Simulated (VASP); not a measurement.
# Si2Ni (Fm-3m) in VASP: a series of runs, part 2 of 2

VASP 6.6.1.

## Step 3: Single point, PBE, collinear spin, ferromagnetic start (12.38 Å³/atom)

This run uses another cell than the first one, of 12.38 Å³/atom.

INCAR reads:

```
  PREC = Accurate
  ENCUT = 520
  EDIFF = 1E-6
  ISMEAR = -1
  SIGMA = 0.05
  LREAL = False
  LASPH = True
  NELM = 150
  ALGO = Normal
  ISIF = 2
  LWAVE = False
  LCHARG = False
  ISPIN = 2
  MAGMOM = 0 0 1.5
  LORBIT = 11
  LMAXMIX = 4
  GGA = PE
  NBANDS = 20
```

KPOINTS reads:

```
Automatic mesh
0
Gamma
  15 15 15
```

POSCAR reads:

```
Si2Ni
1.0
    0.0000000000      2.6478212519      2.6478212519
    2.6478212519      0.0000000000      2.6478212519
    2.6478212519      2.6478212519      0.0000000000
Si Ni
2 1
Direct
    0.2500000000      0.2500000000      0.2500000000
    0.7500000000      0.7500000000      0.7500000000
    0.0000000000      0.0000000000      0.0000000000
```

Potentials or basis: VASP PAW PBE potentials, release 64 (Si, Ni).

Command:

```
cat potpaw_PBE.64/Si/POTCAR potpaw_PBE.64/Ni/POTCAR > POTCAR
mpirun -np 1 vasp_std > vasp.out
```

Wall time 4.3 min (1 thread of Intel Xeon 8259CL, shared host); peak memory 0.27 GiB.

The run converged. Its results:

* Free energy: -17.2372 eV
* Pressure: 14.6 GPa
* Band gap on the k mesh: zero (filled and empty bands overlap)
* Net moment: 0.00 μB per cell
* Valence electrons inside the program's atomic spheres: Si 1.62; Ni 9.98

Levels at points of the mesh, in eV from the Fermi level:
Spin up:
```
           k point  band 6  band 7  band 8  band 9  band 10  band 11  band 12  band 13
(0.00, 0.00, 0.00)   -3.94    0.13    1.71    1.71     1.71     2.10     2.10     2.10
```
Spin down:
```csv
k point,band 7,band 8,band 9,band 10,band 11,band 12
"(0.00, 0.00, 0.00)",0.13,1.71,1.71,1.71,2.10,2.10
```

Caveat: the cell stands under pressure.

## Step 4: Single point, PBE, collinear spin, ferromagnetic start (12.64 Å³/atom)

This run uses another cell than the first one, of 12.64 Å³/atom.

INCAR reads:

```
PREC     = Accurate       # precision mode
ENCUT    = 520            # plane-wave cutoff, eV
EDIFF    = 1E-7           # SCF threshold, eV
ISMEAR   = -1             # smearing method
SIGMA    = 0.05           # smearing width, eV
LREAL    = F              # projectors in reciprocal space
LASPH    = T              # aspherical terms in the spheres
NELM     = 150            # most SCF steps
ALGO     = Normal         # electronic algorithm
ISIF     = 2              # what is computed and relaxed
LWAVE    = F              # write WAVECAR
LCHARG   = F              # write CHGCAR
ISPIN    = 2              # spin polarisation
MAGMOM   = 0 0 1.5        # initial moments
LORBIT   = 11             # projections on sites
LMAXMIX  = 4              # l up to which the mixer works
GGA      = PE             # functional
NBANDS   = 20             # bands
```

KPOINTS is that of step 3.

POSCAR reads:

```
Si2Ni
1.0
    0.0000000000      2.6664684948      2.6664684948
    2.6664684948      0.0000000000      2.6664684948
    2.6664684948      2.6664684948      0.0000000000
Si Ni
2 1
Direct
    0.2500000000      0.2500000000      0.2500000000
    0.7500000000      0.7500000000      0.7500000000
    0.0000000000      0.0000000000      0.0000000000
```

Potentials or basis: VASP PAW PBE potentials, release 64 (Si, Ni).

Command:

```
cat potpaw_PBE.64/Si/POTCAR potpaw_PBE.64/Ni/POTCAR > POTCAR
mpirun -np 1 vasp_std > vasp.out
```

OUTCAR:

```text
PREC = Accurate
   ENCUT = 520
   EDIFF = 1E-7
   ISMEAR = -1
   LREAL = F
   LASPH = T
   NELM = 150
   ISIF = 2
   ISPIN = 2
   LORBIT = 11
   GGA = PE

 ion  position               nearest neighbor table
   1  0.250  0.250  0.250-   3 2.31   3 2.31   3 2.31   3 2.31   2 2.67   2 2.67   2 2.67   2 2.67
                             2 2.67   2 2.67
   2  0.750  0.750  0.750-   3 2.31   3 2.31   3 2.31   3 2.31   1 2.67   1 2.67   1 2.67   1 2.67
                             1 2.67   1 2.67
   3  0.000  0.000  0.000-   2 2.31   2 2.31   2 2.31   1 2.31   2 2.31   1 2.31   1 2.31   1 2.31

  LATTYP: Found a face centered cubic cell.
 ALAT       =     5.3329369896

  Lattice vectors:

[... 1328 lines left out ...]
      direct lattice vectors                 reciprocal lattice vectors
     0.000000000  2.666468495  2.666468495    -0.187513935  0.187513935  0.187513935
     2.666468495  0.000000000  2.666468495     0.187513935 -0.187513935  0.187513935
     2.666468495  2.666468495  0.000000000     0.187513935  0.187513935 -0.187513935

 POSITION                                       TOTAL-FORCE (eV/Angst)
 -----------------------------------------------------------------------------------
      1.33323      1.33323      1.33323         0.000000     -0.000000     -0.000000
      3.99970      3.99970      3.99970        -0.000000     -0.000000      0.000000
      0.00000      0.00000      0.00000         0.000000      0.000000      0.000000
 -----------------------------------------------------------------------------------
    total drift:                               -0.000000     -0.000000      0.000000

  FREE ENERGIE OF THE ION-ELECTRON SYSTEM (eV)
  ---------------------------------------------------
  free  energy   TOTEN  =       -17.2988593623 eV

  energy  without entropy=      -17.2928414614  energy(sigma->0) =      -17.29585041

 total charge

# of ion       s       p       d       tot
------------------------------------------
    1        0.735   0.874   0.000   1.609
    2        0.735   0.874   0.000   1.609
    3        0.581   0.862   8.474   9.917
--------------------------------------------------
tot          2.052   2.610   8.474  13.135

 magnetization (x)

# of ion       s       p       d       tot
------------------------------------------
    1       -0.000  -0.000   0.000  -0.000
    2       -0.000  -0.000   0.000  -0.000
    3       -0.000   0.000   0.000   0.000
--------------------------------------------------
tot         -0.000  -0.000   0.000  -0.000
```

stdout:

```text
POSCAR found type information on POSCAR SiNi
 POSCAR found :  2 types and       3 ions
 scaLAPACK will be used
 LDA part: xc-table for (Slater+PW92), standard interpolation
 POSCAR, INCAR and KPOINTS ok, starting setup
 FFT: planning ... GRIDC
 FFT: planning ... GRID_SOFT
 FFT: planning ... GRID
 WAVECAR not read
 entering main loop
```

Run time: 3.8 min. Hardware: 1 thread of Intel Xeon 8259CL, shared host; peak memory 0.27 GiB.

What came out:

```yaml
Free_energy: -17.2989 eV
Pressure: 10.4 GPa
Band_gap_on_the_k_mesh: zero (filled and empty bands overlap)
Net_moment: 0.00 μB per cell
Valence_electrons_inside_the_program's_atomic_spheres: Si 1.61; Ni 9.92
```

Caveat: the cell stands under pressure.

## Step 5: Single point, PBE, collinear spin, ferromagnetic start (12.90 Å³/atom)

This run uses another cell than the first one, of 12.90 Å³/atom.

INCAR reads:

```
SYSTEM = Si2Ni
ALGO = Normal
EDIFF = 1E-6
ENCUT = 520
GGA = PE
ISIF = 2
ISMEAR = -1
ISPIN = 2
LASPH = .True.
LCHARG = .True.
LELF = .True.
LMAXMIX = 4
LORBIT = 11
LREAL = .False.
LVHAR = .True.
LWAVE = .False.
MAGMOM = 0 0 1.5
NBANDS = 20
NELM = 150
PREC = Accurate
SIGMA = 0.05
```

KPOINTS reads:

```
k-points
0
Gamma
  15 15 15
  0 0 0
```

POSCAR reads:

```
Si2Ni
1.0
    0.0000000000      2.6848585138      2.6848585138
    2.6848585138      0.0000000000      2.6848585138
    2.6848585138      2.6848585138      0.0000000000
Si Ni
2 1
Direct
    0.2500000000      0.2500000000      0.2500000000
    0.7500000000      0.7500000000      0.7500000000
    0.0000000000      0.0000000000      0.0000000000
```

Command:

```
cat potpaw_PBE.64/Si/POTCAR potpaw_PBE.64/Ni/POTCAR > POTCAR
mpirun -np 1 vasp_std > vasp.out
```

Run time: 3.9 min. Hardware: 1 thread of Intel Xeon 8259CL, shared host; peak memory 0.27 GiB.

Results (log left out):

| Item | Value |
| --- | --- |
| Free energy | -17.3408 eV |
| Pressure | 6.6 GPa |
| Band gap on the k mesh | zero (filled and empty bands overlap) |
| Net moment | 0.00 μB per cell |
| Valence electrons inside the program's atomic spheres | Si 1.60; Ni 9.86 |

Levels at points of the mesh, in eV from the Fermi level:
Spin up:
| k point | band 6 | band 7 | band 8 | band 9 | band 10 | band 11 | band 12 | band 13 |
| --- | --- | --- | --- | --- | --- | --- | --- | --- |
| (0.00, 0.00, 0.00) | -3.64 | -0.15 | 1.71 | 1.71 | 1.71 | 2.24 | 2.24 | 2.24 |
Spin down:
```csv
k point,band 5,band 6,band 7,band 8,band 9,band 10,band 11,band 12,band 13,band 14
"(0.00, 0.00, 0.00)",-3.64,-3.64,-0.15,1.71,1.71,1.71,2.24,2.24,2.24,4.76
```

Caveat: the cell stands under pressure.
